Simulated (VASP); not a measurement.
Crystal: NaH.

```
CELL_PARAMETERS angstrom
0.00000 2.53681 2.39751
2.53681 0.00000 2.39751
2.53681 2.53681 0.00000
ATOMIC_POSITIONS crystal
Na 0.00000 0.00000 0.00000
H 0.50000 0.50000 0.50000
```

This cell differs from its parent crystal: biaxial xy strain +5.8%.

Base run:

- Program: VASP 6.6.1
- Functional: PBE
- Potentials or basis: VASP PAW PBE potentials, release 64 (Na_pv, H)
- Cutoff: 520 eV
- k mesh: 10 × 10 × 10
- Occupations: fermi-dirac, width 0.02 eV
- Spin: no spin polarisation

Its results: band gap on the k mesh 3.58 eV (least direct gap 4.43 eV); pressure -1.7 GPa.

Q: The run is repeated on the same cell with these changes: functional from PBE to r2SCAN; occupations from fermi-dirac, width 0.02 eV to gaussian, width 0.01 eV. What comes out?

A: Band gap on the k mesh 4.18 eV (least direct gap 5.01 eV); pressure -2.3 GPa.

Caveats: the PAW data sets were made with another functional, which shifts forces and pressure a little (at least some runs).

A k mesh can miss the band edges.
